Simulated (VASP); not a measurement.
Wanted: the native input for a VASP 6.6.1 run.

```
Task                   : single point
Functional             : LDA
Potentials or basis    : VASP PAW LDA potentials, release 64 (Mo_sv)
Cutoff                 : 520 eV
k mesh                 : 12 × 12 × 11
Occupations            : fermi-dirac, width 0.15 eV
Spin                   : no spin polarisation
Dipole correction      : no
Further INCAR settings : ALGO = Normal; EDIFF = 1e-06; NBANDS = 13
```

The structure of Mo lies in POSCAR:

```
Mo
1.0
    2.6796679881      0.0000000000      0.0000000000
   -1.3398339940      2.3206605526      0.0000000000
    0.0000000000      0.0000000000      2.5030195190
Mo
1
Direct
    0.0000000000      0.0000000000      0.5000000000
```

One way to write it, as run:

INCAR

```
SYSTEM = Mo
ALGO = Normal
EDIFF = 1E-6
ENCUT = 520
ISIF = 2
ISMEAR = -1
LASPH = .TRUE.
LCHARG = .FALSE.
LREAL = .FALSE.
LWAVE = .FALSE.
NBANDS = 13
NELM = 60
PREC = Accurate
SIGMA = 0.15
```

KPOINTS

```
k-points
0
G
  12 12 11
  0 0 0
```

Potentials or basis: VASP PAW LDA potentials, release 64 (Mo_sv).

Command:

```console
$ cat potpaw_LDA.64/Mo_sv/POTCAR > POTCAR
$ mpirun -np 1 vasp_std > vasp.out
```

It gave:

| Quantity | Value |
| --- | --- |
| Pressure | 6.9 GPa |
| Band gap on the k mesh | zero (band 7 reaches 13.39 eV, above the bottom of band 8 at 11.37 eV) |

Wall time 13 s on 1 thread of Intel Xeon 6975P-C (shared host), peak memory 0.13 GiB.
